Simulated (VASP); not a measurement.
# Mo (Fm-3m) in VASP: a series of runs

Runs on Mo. Level: RPBE. Tasks: single point, relaxation of cell and atoms.

All numbers are computed with VASP 6.6.1; they aren't measurements. Logs are shortened: lines on timing, memory, paths and dates and some standing lists are left out, and cuts for length are marked.

### 1 The cell of the first run

Symmetry: Fm-3m, No. 225, cubic system. Conventional cell: a = 4.075 Å, b = 4.075 Å, c = 4.075 Å, α = 90.00°, β = 90.00°, γ = 90.00°. Mo (site symmetry m-3m) has 12 Mo at 2.88 Å within 3.8 Å.

This isn't the form of Mo at room conditions, which is bcc.

### 2 Single point, RPBE (16.92 Å³/atom)

INCAR reads:

```
SYSTEM = Mo
PREC = Accurate ; ENCUT = 520
EDIFF = 1E-7 ; ISMEAR = -1
SIGMA = 0.1 ; LREAL = .FALSE.
LASPH = .TRUE. ; NELM = 100
ALGO = Normal ; ISIF = 2
LWAVE = .FALSE. ; LCHARG = .FALSE.
GGA = RP ; NBANDS = 13
```

KPOINTS reads:

```
regular mesh
0
G
  15 15 15
  0 0 0
```

POSCAR reads:

```
Mo
1.0
    0.0000000000      2.0375608718      2.0375608718
    2.0375608718      0.0000000000      2.0375608718
    2.0375608718      2.0375608718      0.0000000000
Mo
1
Direct
    0.0000000000      0.0000000000      0.0000000000
```

Potentials or basis: VASP PAW PBE potentials, release 64 (Mo_sv).

On the command line:

```
$ cat potpaw_PBE.64/Mo_sv/POTCAR > POTCAR
$ mpirun -np 1 vasp_std > vasp.out
```

OUTCAR:

```text
SYSTEM = Mo
   PREC = Accurate
   ENCUT = 520
   EDIFF = 1E-7
   ISMEAR = -1
   LREAL = .FALSE.
   LASPH = .TRUE.
   NELM = 100
   ISIF = 2
   GGA = RP

 ion  position               nearest neighbor table
   1  0.000  0.000  0.000-

  LATTYP: Found a face centered cubic cell.
 ALAT       =     4.0751217436

  Lattice vectors:

 A1 = (   0.0000000000,   2.0375608718,   2.0375608718)
 A2 = (   2.0375608718,   0.0000000000,   2.0375608718)
 A3 = (   2.0375608718,   2.0375608718,   0.0000000000)

Analysis of symmetry for initial positions (statically):
=====================================================================
 Subroutine PRICEL returns:
 Original cell was already a primitive cell.

 Routine SETGRP: Setting up the symmetry group for a
 face centered cubic supercell.

 Subroutine GETGRP returns: Found 48 space group operations
 (whereof 48 operations were pure point group operations)
 out of a pool of 48 trial point group operations.

The static configuration has the point symmetry O_h .

Analysis of symmetry for dynamics (positions and initial velocities):
=====================================================================
 Subroutine PRICEL returns:
 Original cell was already a primitive cell.

 Routine SETGRP: Setting up the symmetry group for a
 face centered cubic supercell.

 Subroutine GETGRP returns: Found 48 space group operations
 (whereof 48 operations were pure point group operations)
 out of a pool of 48 trial point group operations.

The dynamic configuration has the point symmetry O_h .

 Subroutine INISYM returns: Found 48 space group operations
 (whereof 48 operations are pure point group operations),
 and found     1 'primitive' translations

----------------------------------------------------------------------------------------

                                     Primitive cell

  volume of cell :      16.9185

  direct lattice vectors                    reciprocal lattice vectors
     0.000000000  2.037560872  2.037560872    -0.245391442  0.245391442  0.245391442
     2.037560872  0.000000000  2.037560872     0.245391442 -0.245391442  0.245391442
     2.037560872  2.037560872  0.000000000     0.245391442  0.245391442 -0.245391442

  length of vectors
     2.881546219  2.881546219  2.881546219     0.425030445  0.425030445  0.425030445

  position of ions in fractional coordinates (direct lattice)
     0.000000000  0.000000000  0.000000000

  ion indices of the primitive-cell ions
   primitive index   ion index
                 1           1

----------------------------------------------------------------------------------------

 KPOINTS: regular mesh

Automatic generation of k-mesh.
 Grid dimensions read from file:
 generate k-points for:   15   15   15

 Generating k-lattice:

  Cartesian coordinates                     Fractional coordinates (reciprocal lattice)
    -0.016359429  0.016359429  0.016359429     0.066666667  0.000000000  0.000000000
     0.016359429 -0.016359429  0.016359429     0.000000000  0.066666667  0.000000000
     0.016359429  0.016359429 -0.016359429     0.000000000  0.000000000  0.066666667

  Length of vectors
     0.028335363  0.028335363  0.028335363

  Shift w.r.t. Gamma in fractional coordinates (k-lattice)
     0.000000000  0.000000000  0.000000000

 Subroutine IBZKPT returns following result:
 ===========================================

 Found    120 irreducible k-points:

 Following reciprocal coordinates:
            Coordinates               Weight
  0.000000  0.000000  0.000000      1.000000
  0.066667  0.000000  0.000000      8.000000
  0.133333  0.000000  0.000000      8.000000
  0.200000  0.000000  0.000000      8.000000
  0.266667  0.000000  0.000000      8.000000
  0.333333  0.000000  0.000000      8.000000
[... 16 lines left out ...]
  0.133333  0.133333  0.000000      6.000000
  0.200000  0.133333  0.000000     24.000000
 [... further k-points ...]
   k-points           NKPTS =    120   k-points in BZ     NKDIM =    120   number of bands    NBANDS=     13
   number of dos      NEDOS =    301   number of ions     NIONS =      1
   total plane-waves  NPLWV =  13824
   dimension x,y,z NGX =    24 NGY =   24 NGZ =   24
   dimension x,y,z NGXF=    48 NGYF=   48 NGZF=   48
   ions per type =               1
   NGX,Y,Z   is equivalent  to a cutoff of  13.85, 13.85, 13.85 a.u.
   NGXF,Y,Z  is equivalent  to a cutoff of  27.69, 27.69, 27.69 a.u.
 SYSTEM =  Mo
   PREC   = accura    normal or accurate (medium, high low for compatibility)
   ISTART =      0    job   : 0-new  1-cont  2-samecut
   ICHARG =      2    charge: 1-file 2-atom 10-const
   ISPIN  =      1    spin polarized calculation?
   LNONCOLLINEAR =      F non collinear calculations
   LSORBIT =      F    spin-orbit coupling
   LASPH  =      T    aspherical Exc in radial PAW
   ENCUT  =  520.0 eV  38.22 Ry    6.18 a.u.   5.36  5.36  5.36*2*pi/ulx,y,z
   NELM   =    100;   NELMIN=  2; NELMDL= -5     # of ELM steps
   EDIFF  = 0.1E-06   stopping-criterion for ELM
   LREAL  =      F    real-space projection
   EDIFFG = 0.1E-05   stopping-criterion for IOM
   NSW    =      0    number of steps for IOM
   IBRION =     -1    ionic relax: 0-MD 1-quasi-New 2-CG
   NFREE  =      0    steps in history (QN), initial steepest desc. (CG)
   ISIF   =      2    stress and relaxation
   ISYM   =      2    0-nonsym 1-usesym 2-fastsym
   POTIM  = 0.5000    time-step for ionic-motion
   TEBEG  =    0.0;   TEEND  =   0.0 temperature during run
   PSTRESS=    0.0 pullay stress
   NELECT =      14.0000    total number of electrons
   NUPDOWN=      -1.0000    fix difference up-down
   EMIN   =  10.00;   EMAX   =-10.00  energy-range for DOS
   EFERMI =   0.00;   METHOD = LEGACY
   ISMEAR =    -1;   SIGMA  =   0.10  broadening in eV -4-tet -1-fermi 0-gaus
   EFERMI_NEDOS =   21; number of points for ismear=-14 and -15
   IALGO  =     38    algorithm
   IMIX   =      4    mixing-type and parameters
     AMIX     =   0.40;   BMIX     =  1.00
     AMIX_MAG =   1.60;   BMIX_MAG =  1.00
  volume/ion in A,a.u.               =      16.92       114.17
  Fermi-wavevector in a.u.,A,eV,Ry     =   1.536964  2.904440 32.140460  2.362257
  Thomas-Fermi vector in A             =   2.643539
   LORBIT       =      0    0 simple, 1 ext, 2 COOP (PROOUT), +10 PAW based schemes
   GGA     = RP    functional components
   LHFCALC =     F    Hartree Fock is set to
   AEXX    =    0.0000 exact exchange contribution
   IVDW    =     0    specifies the selected vdW correction
   LEPSILON=     F    determine dielectric tensor
   LRPA    =     F    only Hartree local field effects (RPA)
 non-spin polarized calculation
  energy-cutoff  :      520.00
  volume of cell :       16.92
 maximum number of plane-waves:       468
 NGX is ok and might be reduce to    24
   NGX = 11   NGY = 11   NGZ = 11

 number of electron      14.0000001 magnetization

 Free energy of the ion-electron system (eV)
  ---------------------------------------------------
  ext. energy  EPLUGINS =         0.00000000
  ---------------------------------------------------
  free energy    TOTEN  =        -9.94808990 eV

  energy without entropy =       -9.90234755  energy(sigma->0) =       -9.92521872

 E-fermi :  11.0493     XC(G=0): -12.8629

 val. band max:       11.0489004626   @ k =   0.4000   0.1333   0.0000
 cond. band min:      11.0494026981   @ k =  -0.2667   0.1333   0.0000
 fundamental gap:      0.0005022355
 Fermi energy:        11.0492849455

 k-point     1 :       0.0000    0.0000    0.0000
  band No.  band energies     occupation
      1     -49.7219      2.00000
      2     -23.1711      2.00000
      3     -23.1711      2.00000
      4     -23.1711      2.00000
      5       4.4973      2.00000
      6      10.4027      1.99689
      7      10.4027      1.99689
      8      10.4027      1.99689
      9      12.8766      0.00000
     10      12.8766      0.00000
     11      24.0879      0.00000
     12      29.1074      0.00000
     13      29.1074      0.00000

 k-point     2 :       0.0667    0.0000    0.0000
  band No.  band energies     occupation
      1     -49.7143      2.00000
      2     -23.2207      2.00000
      3     -23.1774      2.00000
      4     -23.1774      2.00000
      5       4.6678      2.00000
      6      10.2896      1.99900
      7      10.4787      1.99337
      8      10.4787      1.99337
      9      12.8181      0.00000
     10      12.8181      0.00000
     11      24.4086      0.00000
     12      28.3450      0.00000
     13      29.4082      0.00000

 k-point     3 :       0.1333    0.0000    0.0000
  band No.  band energies     occupation
      1     -49.6927      2.00000
      2     -23.3595      2.00000
      3     -23.1952      2.00000
      4     -23.1952      2.00000
      5       5.1470      2.00000
      6      10.0207      1.99993
      7      10.6619      1.95928
      8      10.6619      1.95928
      9      12.7091      0.00000
     10      12.7091      0.00000
     11      25.2326      0.00000
     12      26.9687      0.00000
     13      30.2724      0.00000
[... 305 lines left out ...]
 k-point    23 :       0.1333    0.1333    0.0000
  band No.  band energies     occupation
      1     -49.6830      2.00000
      2     -23.3537      2.00000
      3     -23.2370      2.00000
      4     -23.2370      2.00000
      5       5.3633      2.00000
      6       9.6669      2.00000
      7      10.9287      1.53928
      8      10.9287      1.53928
      9      12.0447      0.00010
     10      13.1436      0.00000
     11      25.7143      0.00000
     12      27.8628      0.00000
     13      29.5491      0.00000

 k-point    24 :       0.2000    0.1333    0.0000
  band No.  band energies     occupation
      1     -49.6592      2.00000
      2     -23.4844      2.00000
      3     -23.2702      2.00000
      4     -23.2612      2.00000
      5       5.8811      2.00000
      6       9.3500      2.00000
      7      11.0753      0.87063
      8      11.1857      0.40715
      9      11.8822      0.00048
     10      13.2834      0.00000
     11      26.6031      0.00000
     12      27.0581      0.00000
     13      29.8443      0.00000

 [... further k-points ...]

------------------------ aborting loop because EDIFF is reached ----------------------------------------

  FORCE on cell =-STRESS in cart. coord.  units (eV):
  Direction    XX          YY          ZZ          XY          YZ          ZX
  --------------------------------------------------------------------------------------
  -------------------------------------------------------------------------------------
  Total       -0.8132799     -0.8132799     -0.8132799      0.0000000      0.0000000      0.0000000
  in kB      -77.0173988    -77.0173988    -77.0173988      0.0000000      0.0000000      0.0000000
  external PRESSURE =     -77.0173988 kB  Pullay stress =       0.0000000 kB

 VOLUME and BASIS-vectors are now :
 -----------------------------------------------------------------------------
  energy-cutoff  :      520.00
  volume of cell :       16.92
      direct lattice vectors                 reciprocal lattice vectors
     0.000000000  2.037560872  2.037560872    -0.245391442  0.245391442  0.245391442
     2.037560872  0.000000000  2.037560872     0.245391442 -0.245391442  0.245391442
     2.037560872  2.037560872  0.000000000     0.245391442  0.245391442 -0.245391442

 POSITION                                       TOTAL-FORCE (eV/Angst)
 -----------------------------------------------------------------------------------
      0.00000      0.00000      0.00000         0.000000      0.000000      0.000000
 -----------------------------------------------------------------------------------
    total drift:                               -0.000000      0.000000     -0.000000

  FREE ENERGIE OF THE ION-ELECTRON SYSTEM (eV)
  ---------------------------------------------------
  free  energy   TOTEN  =        -9.9480898955 eV

  energy  without entropy=       -9.9023475506  energy(sigma->0) =       -9.92521872
```

Run time: 21 s. Hardware: 1 thread of Intel Xeon Platinum 8259CL at 2.50GHz (Skylake/Cascade Lake), shared host; peak memory 0.15 GiB.

Results:

- Free energy: -9.9481 eV
- Pressure: -7.7 GPa
- Band gap on the k mesh: zero (bands 7 and 8 overlap by 4.18 eV)

Caveat: the cell stands under tension; the PAW data sets were made with another functional, which shifts forces and pressure a little.

### 3 Single point, RPBE (17.57 Å³/atom)

This run uses another cell than the first one, of 17.57 Å³/atom.

INCAR reads:

```
SYSTEM = Mo
PREC = Accurate
ENCUT = 520
EDIFF = 1E-7
ISMEAR = -1
SIGMA = 0.1
LREAL = .False.
LASPH = .True.
NELM = 80
ALGO = Normal
ISIF = 2
LWAVE = .False.
LCHARG = .True.
GGA = RP
LELF = .True.
LVHAR = .True.
NBANDS = 13
```

KPOINTS reads:

```
Automatic mesh
0
Gamma
  15 15 15
  0 0 0
```

POSCAR reads:

```
Mo
1.0
    0.0000000000      2.0633555199      2.0633555199
    2.0633555199      0.0000000000      2.0633555199
    2.0633555199      2.0633555199      0.0000000000
Mo
1
Direct
    0.0000000000      0.0000000000      0.0000000000
```

Potentials or basis: VASP PAW PBE potentials, release 64 (Mo_sv).

On the command line:

```
$ cat potpaw_PBE.64/Mo_sv/POTCAR > POTCAR
$ mpirun -np 1 vasp_std > vasp.out
```

It took 23 s on 1 thread of Intel Xeon Platinum 8259CL at 2.50GHz (Skylake/Cascade Lake), shared host; peak memory 0.15 GiB.

Results (log left out):

```
Free energy            : -9.9028 eV
Pressure               : -14.5 GPa
Band gap on the k mesh : zero (bands 7 and 8 overlap by 3.95 eV)
```

Levels at points of the mesh, in eV from the Fermi level:
```tsv
k point	band 5	band 6	band 7	band 8	band 9	band 10
(0.00, 0.00, 0.00)	-6.43	-0.61	-0.61	-0.61	1.73	1.73
```

Caveat: the cell stands under tension; the PAW data sets were made with another functional, which shifts forces and pressure a little.

(Part 1 of 2 ends here.)
